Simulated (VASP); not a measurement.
# Y: single point with LDA

Y:

```
Y
1.0
     3.53927    0.00000    0.00000
    -1.76964    3.06510    0.00000
     0.00000    0.00000    5.52483
Y
2
Direct
  0.33333 0.66667 0.25000
  0.66667 0.33333 0.75000
```

| Item | Value |
| --- | --- |
| Program | VASP 6.6.1 |
| Task | single point |
| Functional | LDA |
| Potentials or basis | VASP PAW LDA potentials, release 64 (Y_sv) |
| Cutoff | 520 eV |
| k mesh | 17 × 17 × 10 |
| Occupations | fermi-dirac, width 0.1 eV |
| Spin | no spin polarisation |

| Item | Value |
| --- | --- |
| Pressure | -0.1 GPa |
| Band gap on the k mesh | zero (bands 11 and 12 overlap by 1.77 eV) |

Stress tensor (GPa, compression positive):
```
-0.13  0.00  0.00
 0.00 -0.13  0.00
 0.00  0.00 -0.02
```

Levels at points of the mesh, in eV from the Fermi level:
```
           k point  band 9  band 10  band 11  band 12  band 13  band 14
(0.00, 0.00, 0.00)   -4.81    -2.01     1.31     1.76     1.76     2.14
(0.00, 0.00, 0.50)   -3.24    -3.24     0.99     0.99     1.67     1.67
```

It took 76 s on 1 thread of Intel(R) Xeon(R) 6975P-C (Granite Rapids), with other jobs on the host, peak memory 0.31 GiB.
